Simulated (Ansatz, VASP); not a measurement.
# Two plane-wave programs on Ru

```xyz
2
Lattice="2.6922 0.0000 0.0000 -1.3461 2.3315 0.0000 0.0000 0.0000 4.2460" Properties=species:S:1:pos:R:3 pbc="T T T"
Ru    0.0000    1.5543    1.0615
Ru    1.3461    0.7772    3.1845
```

Alike in both runs: functional PBEsol; k mesh 16 × 16 × 8; occupations fermi-dirac, width 0.1 eV; no spin polarisation.

Ansatz relaxed the structure, and its values are those at the end. VASP's run is a single point on that final structure, the one shown.

```csv
,VASP,Ansatz
version,VASP 6.6.1,Ansatz 0.2.0
potentials or method,"VASP PAW PBE potentials, release 64 (Ru_pv)","PAW with Ansatz's default frozen-core files, scalar-relativistic"
plane-wave cutoff (eV),520,420
valence electrons in the cell,28,32
```

|  | VASP | Ansatz | Ansatz less VASP |
| --- | --- | --- | --- |
| pressure (GPa) | -0.1 | 0.0 | +0.08 |

VASP's potentials were made for PBE, not for PBEsol. With one functional, cell and mesh, what is left measures potentials, basis and numerics. VASP's potentials hold 28 valence electrons a cell and Ansatz's 32, so a difference there can come from the potentials and not from the codes.
